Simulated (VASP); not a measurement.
# GaP (F-43m) in VASP: notebook

The runs below take GaP through single point, with PBE.

Everything below comes from runs of VASP 6.6.1. Logs are shortened: lines on timing, memory, paths and dates and some standing lists are left out, and cuts for length are marked.

**The experiment to reproduce.**

“Stacking defects in GaP nanowires: Electronic structure and optical properties”, 2018, arxiv:1810.01194 quotes, for a bulk crystal of GaP at 10 K: band gap 2.34 eV (indirect).

The results are compared with them further down.

### 1 The cell of the first run

Symmetry: F-43m, No. 216, cubic system. Conventional cell: a = 5.451 Å, b = 5.451 Å, c = 5.451 Å, α = 90.00°, β = 90.00°, γ = 90.00°. Ga (site symmetry -43m) has 4 P at 2.36 Å within 3.1 Å. P (site symmetry -43m) has 4 Ga at 2.36 Å within 3.1 Å.

### 2 Single point, PBE

INCAR reads:

```
SYSTEM = GaP
PREC = Accurate
ENCUT = 520
EDIFF = 1E-6
ISMEAR = 0
SIGMA = 0.02
LREAL = .FALSE.
LASPH = .TRUE.
NELM = 100
ALGO = Normal
ISIF = 2
LWAVE = .FALSE.
LCHARG = .TRUE.
GGA = PE
LELF = .TRUE.
LVHAR = .TRUE.
NBANDS = 16
```

KPOINTS reads:

```
Automatic mesh
0
G
  8 8 8
  0 0 0
```

POSCAR reads:

```
GaP
1.0
    0.0000000000      2.7252500000      2.7252500000
    2.7252500000      0.0000000000      2.7252500000
    2.7252500000      2.7252500000      0.0000000000
Ga P
1 1
Direct
    0.0000000000      0.0000000000      0.0000000000
    0.2500000000      0.2500000000      0.2500000000
```

Potentials or basis: VASP PAW PBE potentials, release 64 (Ga_d, P).

On the command line:

```
> cat potpaw_PBE.64/Ga_d/POTCAR potpaw_PBE.64/P/POTCAR > POTCAR
> mpirun -np 1 vasp_std > vasp.out
```

OUTCAR:

```text
SYSTEM = GaP
   PREC = Accurate
   ENCUT = 520
   EDIFF = 1E-6
   ISMEAR = 0
   LREAL = .FALSE.
   LASPH = .TRUE.
   NELM = 100
   ISIF = 2
   GGA = PE

 ion  position               nearest neighbor table
   1  0.000  0.000  0.000-   2 2.36   2 2.36   2 2.36   2 2.36
   2  0.250  0.250  0.250-   1 2.36   1 2.36   1 2.36   1 2.36

  LATTYP: Found a face centered cubic cell.
 ALAT       =     5.4505000000

  Lattice vectors:

 A1 = (   0.0000000000,   2.7252500000,   2.7252500000)
 A2 = (   2.7252500000,   0.0000000000,   2.7252500000)
 A3 = (   2.7252500000,   2.7252500000,   0.0000000000)

Analysis of symmetry for initial positions (statically):
=====================================================================
 Subroutine PRICEL returns:
 Original cell was already a primitive cell.

 Routine SETGRP: Setting up the symmetry group for a
 face centered cubic supercell.

 Subroutine GETGRP returns: Found 24 space group operations
 (whereof 24 operations were pure point group operations)
 out of a pool of 48 trial point group operations.

The static configuration has the point symmetry T_d .

Analysis of symmetry for dynamics (positions and initial velocities):
=====================================================================
 Subroutine PRICEL returns:
 Original cell was already a primitive cell.

 Routine SETGRP: Setting up the symmetry group for a
 face centered cubic supercell.

 Subroutine GETGRP returns: Found 24 space group operations
 (whereof 24 operations were pure point group operations)
 out of a pool of 48 trial point group operations.

The dynamic configuration has the point symmetry T_d .

 Subroutine INISYM returns: Found 24 space group operations
 (whereof 24 operations are pure point group operations),
 and found     1 'primitive' translations

----------------------------------------------------------------------------------------

                                     Primitive cell

  volume of cell :      40.4808

  direct lattice vectors                    reciprocal lattice vectors
     0.000000000  2.725250000  2.725250000    -0.183469406  0.183469406  0.183469406
     2.725250000  0.000000000  2.725250000     0.183469406 -0.183469406  0.183469406
     2.725250000  2.725250000  0.000000000     0.183469406  0.183469406 -0.183469406

  length of vectors
     3.854085511  3.854085511  3.854085511     0.317778334  0.317778334  0.317778334

  position of ions in fractional coordinates (direct lattice)
     0.000000000  0.000000000  0.000000000
     0.250000000  0.250000000  0.250000000

  ion indices of the primitive-cell ions
   primitive index   ion index
                 1           1
                 2           2

----------------------------------------------------------------------------------------

 KPOINTS: Automatic mesh

Automatic generation of k-mesh.
 Grid dimensions read from file:
 generate k-points for:    8    8    8

 Generating k-lattice:

  Cartesian coordinates                     Fractional coordinates (reciprocal lattice)
    -0.022933676  0.022933676  0.022933676     0.125000000  0.000000000  0.000000000
     0.022933676 -0.022933676  0.022933676     0.000000000  0.125000000  0.000000000
     0.022933676  0.022933676 -0.022933676     0.000000000  0.000000000  0.125000000

  Length of vectors
     0.039722292  0.039722292  0.039722292

  Shift w.r.t. Gamma in fractional coordinates (k-lattice)
     0.000000000  0.000000000  0.000000000

 Subroutine IBZKPT returns following result:
 ===========================================

 Found     29 irreducible k-points:

 Following reciprocal coordinates:
            Coordinates               Weight
  0.000000  0.000000  0.000000      1.000000
  0.125000  0.000000  0.000000      8.000000
  0.250000  0.000000  0.000000      8.000000
  0.375000  0.000000  0.000000      8.000000
  0.500000  0.000000  0.000000      4.000000
  0.125000  0.125000  0.000000      6.000000
[... 16 lines left out ...]
  0.500000  0.250000  0.125000     48.000000
 -0.375000  0.250000  0.125000     24.000000
 [... further k-points ...]
   k-points           NKPTS =     29   k-points in BZ     NKDIM =     29   number of bands    NBANDS=     16
   number of dos      NEDOS =    301   number of ions     NIONS =      2
   total plane-waves  NPLWV =  27000
   dimension x,y,z NGX =    30 NGY =   30 NGZ =   30
   dimension x,y,z NGXF=    60 NGYF=   60 NGZF=   60
   ions per type =               1   1
   NGX,Y,Z   is equivalent  to a cutoff of  12.94, 12.94, 12.94 a.u.
   NGXF,Y,Z  is equivalent  to a cutoff of  25.88, 25.88, 25.88 a.u.
 SYSTEM =  GaP
   PREC   = accura    normal or accurate (medium, high low for compatibility)
   ISTART =      0    job   : 0-new  1-cont  2-samecut
   ICHARG =      2    charge: 1-file 2-atom 10-const
   ISPIN  =      1    spin polarized calculation?
   LNONCOLLINEAR =      F non collinear calculations
   LSORBIT =      F    spin-orbit coupling
   LASPH  =      T    aspherical Exc in radial PAW
   ENCUT  =  520.0 eV  38.22 Ry    6.18 a.u.   7.17  7.17  7.17*2*pi/ulx,y,z
   NELM   =    100;   NELMIN=  2; NELMDL= -5     # of ELM steps
   EDIFF  = 0.1E-05   stopping-criterion for ELM
   LREAL  =      F    real-space projection
   EDIFFG = 0.1E-04   stopping-criterion for IOM
   NSW    =      0    number of steps for IOM
   IBRION =     -1    ionic relax: 0-MD 1-quasi-New 2-CG
   NFREE  =      0    steps in history (QN), initial steepest desc. (CG)
   ISIF   =      2    stress and relaxation
   ISYM   =      2    0-nonsym 1-usesym 2-fastsym
   POTIM  = 0.5000    time-step for ionic-motion
   TEBEG  =    0.0;   TEEND  =   0.0 temperature during run
   PSTRESS=    0.0 pullay stress
   NELECT =      18.0000    total number of electrons
   NUPDOWN=      -1.0000    fix difference up-down
   EMIN   =  10.00;   EMAX   =-10.00  energy-range for DOS
   EFERMI =   0.00;   METHOD = LEGACY
   ISMEAR =     0;   SIGMA  =   0.02  broadening in eV -4-tet -1-fermi 0-gaus
   EFERMI_NEDOS =   21; number of points for ismear=-14 and -15
   IALGO  =     38    algorithm
   IMIX   =      4    mixing-type and parameters
     AMIX     =   0.40;   BMIX     =  1.00
     AMIX_MAG =   1.60;   BMIX_MAG =  1.00
  volume/ion in A,a.u.               =      20.24       136.59
  Fermi-wavevector in a.u.,A,eV,Ry     =   1.249538  2.361284 21.243377  1.561344
  Thomas-Fermi vector in A             =   2.383574
   LORBIT       =      0    0 simple, 1 ext, 2 COOP (PROOUT), +10 PAW based schemes
   GGA     = PE    functional components
   LHFCALC =     F    Hartree Fock is set to
   AEXX    =    0.0000 exact exchange contribution
   IVDW    =     0    specifies the selected vdW correction
   LEPSILON=     F    determine dielectric tensor
   LRPA    =     F    only Hartree local field effects (RPA)
 non-spin polarized calculation
 Gauss-broadening in eV      SIGMA  =   0.02
  energy-cutoff  :      520.00
  volume of cell :       40.48
 maximum number of plane-waves:      1106
 NGX is ok and might be reduce to    30

 number of electron      17.9999989 magnetization

 Free energy of the ion-electron system (eV)
  ---------------------------------------------------
  ext. energy  EPLUGINS =         0.00000000
  ---------------------------------------------------
  free energy    TOTEN  =        -9.11612110 eV

  energy without entropy =       -9.11612110  energy(sigma->0) =       -9.11612110

 E-fermi :   4.7748     XC(G=0):  -9.8330

 val. band max:        4.6522401440   @ k =   0.0000   0.0000   0.0000
 cond. band min:       6.2940642380   @ k =   0.3750   0.3750   0.0000
 fundamental gap:      1.6418240940
 Fermi energy:         4.7748401744

 k-point     1 :       0.0000    0.0000    0.0000
  band No.  band energies     occupation
      1      -9.8985      2.00000
      2      -9.8985      2.00000
      3      -9.8985      2.00000
      4      -9.7988      2.00000
      5      -9.7988      2.00000
      6      -7.8395      2.00000
[... 8 lines left out ...]
     15      14.4398      0.00000
     16      14.4398      0.00000

 k-point     2 :       0.1250    0.0000    0.0000
  band No.  band energies     occupation
      1      -9.9123      2.00000
      2      -9.8938      2.00000
      3      -9.8938      2.00000
      4      -9.7989      2.00000
      5      -9.7989      2.00000
      6      -7.6370      2.00000
[... 8 lines left out ...]
     15      13.8172      0.00000
     16      14.3545      0.00000

 k-point     3 :       0.2500    0.0000    0.0000
  band No.  band energies     occupation
      1      -9.9424      2.00000
      2      -9.8838      2.00000
      3      -9.8838      2.00000
      4      -9.7976      2.00000
      5      -9.7976      2.00000
      6      -7.0635      2.00000
[... 8 lines left out ...]
     15      13.6346      0.00000
     16      14.5812      0.00000

 k-point     4 :       0.3750    0.0000    0.0000
  band No.  band energies     occupation
      1      -9.9696      2.00000
      2      -9.8762      2.00000
      3      -9.8762      2.00000
      4      -9.7938      2.00000
      5      -9.7938      2.00000
      6      -6.2637      2.00000
[... 8 lines left out ...]
     15      14.8317      0.00000
     16      14.8317      0.00000
[... 324 lines left out ...]
 k-point    22 :       0.3750    0.2500    0.1250
  band No.  band energies     occupation
      1      -9.9656      2.00000
      2      -9.8719      2.00000
      3      -9.8679      2.00000
      4      -9.8096      2.00000
      5      -9.7898      2.00000
      6      -6.5757      2.00000
[... 8 lines left out ...]
     15      15.7740      0.00000
     16      17.0757      0.00000

 k-point    23 :       0.5000    0.2500    0.1250
  band No.  band energies     occupation
      1      -9.9810      2.00000
      2      -9.8682      2.00000
      3      -9.8588      2.00000
      4      -9.8075      2.00000
      5      -9.7899      2.00000
      6      -5.8223      2.00000
[... 8 lines left out ...]
     15      16.1966      0.00000
     16      17.4870      0.00000

 k-point    24 :      -0.3750    0.2500    0.1250
  band No.  band energies     occupation
      1      -9.9867      2.00000
      2      -9.8676      2.00000
      3      -9.8556      2.00000
      4      -9.8039      2.00000
      5      -9.7915      2.00000
      6      -5.3676      2.00000
[... 8 lines left out ...]
     15      16.6573      0.00000
     16      17.1621      0.00000

 [... further k-points ...]
[... 5 lines left out ...]
  --------------------------------------------------------------------------------------
  -------------------------------------------------------------------------------------
  Total        0.6120735      0.6120735      0.6120735      0.0000000      0.0000000      0.0000000
  in kB       24.2250743     24.2250743     24.2250743      0.0000000      0.0000000      0.0000000
  external PRESSURE =      24.2250743 kB  Pullay stress =       0.0000000 kB

 VOLUME and BASIS-vectors are now :
 -----------------------------------------------------------------------------
  energy-cutoff  :      520.00
  volume of cell :       40.48
      direct lattice vectors                 reciprocal lattice vectors
     0.000000000  2.725250000  2.725250000    -0.183469406  0.183469406  0.183469406
     2.725250000  0.000000000  2.725250000     0.183469406 -0.183469406  0.183469406
     2.725250000  2.725250000  0.000000000     0.183469406  0.183469406 -0.183469406

 POSITION                                       TOTAL-FORCE (eV/Angst)
 -----------------------------------------------------------------------------------
      0.00000      0.00000      0.00000        -0.000000      0.000000     -0.000000
      1.36262      1.36262      1.36262         0.000000     -0.000000      0.000000
 -----------------------------------------------------------------------------------
    total drift:                                0.000002      0.000002      0.000002

  FREE ENERGIE OF THE ION-ELECTRON SYSTEM (eV)
  ---------------------------------------------------
  free  energy   TOTEN  =        -9.1161211037 eV

  energy  without entropy=       -9.1161211037  energy(sigma->0) =       -9.11612110
```

Wall time 9.7 s (1 thread of Intel Xeon 6975P-C (Granite Rapids), shared host); peak memory 0.17 GiB.

What came out:

```
Free energy            : -9.1161 eV
Pressure               : 2.4 GPa
Band gap on the k mesh : 1.64 eV, indirect (least direct gap 1.83 eV)
```

### 3 Single point, PBE

INCAR reads:

```
  PREC = Accurate
  ENCUT = 520
  EDIFF = 1E-6
  ISMEAR = 0
  SIGMA = 0.02
  LREAL = False
  LASPH = True
  NELM = 80
  ALGO = Normal
  ISIF = 2
  LWAVE = False
  LCHARG = False
  GGA = PE
  NBANDS = 16
```

KPOINTS reads:

```
regular mesh
0
Gamma
  8 8 8
```

POSCAR reads:

```
GaP
1.0
    0.0000000000      2.7247315076      2.7247315076
    2.7247315076      0.0000000000      2.7247315076
    2.7247315076      2.7247315076      0.0000000000
Ga P
1 1
Direct
    0.0000000000      0.0000000000      0.0000000000
    0.2500000000      0.2500000000      0.2500000000
```

Potentials or basis: VASP PAW PBE potentials, release 64 (Ga_d, P).

On the command line:

```
> cat potpaw_PBE.64/Ga_d/POTCAR potpaw_PBE.64/P/POTCAR > POTCAR
> mpirun -np 1 vasp_std > vasp.out
```

Wall time 9 s (1 thread of Intel Xeon 6975P-C (Granite Rapids), shared host); peak memory 0.17 GiB.

It converged, with:

```yaml
Free_energy: -9.1158 eV
Pressure: 2.5 GPa
Band_gap_on_the_k_mesh: 1.64 eV, indirect (least direct gap 1.83 eV)
```

Levels at points of the mesh, in eV from the valence-band top:
```
           k point  band 7  band 8  band 9  band 10  band 11  band 12
(0.00, 0.00, 0.00)    0.00    0.00    0.00     1.83     3.89     3.89
(0.50, 0.00, 0.00)   -6.63   -1.12   -1.12     1.67     4.72     4.72
(0.50, 0.50, 0.00)   -6.76   -2.68   -2.68     1.65     1.82    10.60
```

 A k mesh can miss the band edges.

### 4 Single point, PBE (volume scaled by 0.94)

INCAR reads:

```
SYSTEM = GaP
PREC = Accurate
ENCUT = 520
EDIFF = 1E-7
ISMEAR = 0
SIGMA = 0.02
LREAL = .False.
LASPH = .True.
NELM = 60
ALGO = Normal
ISIF = 2
LWAVE = .False.
LCHARG = .True.
GGA = PE
LELF = .True.
LVHAR = .True.
NBANDS = 16
```

KPOINTS reads:

```
Automatic mesh
0
Gamma
  8 8 8
  0 0 0
```

POSCAR reads:

```
GaP
1.0
    0.0000000000      2.6963468235      2.6963468235
    2.6963468235      0.0000000000      2.6963468235
    2.6963468235      2.6963468235      0.0000000000
Ga P
1 1
Direct
    0.0000000000      0.0000000000      0.0000000000
    0.2500000000      0.2500000000      0.2500000000
```

On the command line:

```
> cat potpaw_PBE.64/Ga_d/POTCAR potpaw_PBE.64/P/POTCAR > POTCAR
> mpirun -np 1 vasp_std > vasp.out
```

Run time: 8.9 s. Hardware: 1 thread of Intel Xeon 6975P-C (Granite Rapids), shared host; peak memory 0.16 GiB.

Results (log left out):

```
Free energy            : -9.0848 eV
Pressure               : 5.5 GPa
Band gap on the k mesh : 1.59 eV, indirect (least direct gap 2.09 eV)
```

Levels at points of the mesh, in eV from the valence-band top:
| k point | band 7 | band 8 | band 9 | band 10 | band 11 | band 12 |
| --- | --- | --- | --- | --- | --- | --- |
| (0.00, 0.00, 0.00) | 0.00 | 0.00 | 0.00 | 2.09 | 3.88 | 3.88 |
| (0.50, 0.00, 0.00) | -6.82 | -1.17 | -1.17 | 1.77 | 4.71 | 4.71 |
| (0.50, 0.50, 0.00) | -6.91 | -2.80 | -2.80 | 1.59 | 1.79 | 10.84 |

(Continued in part 2 of 2.)
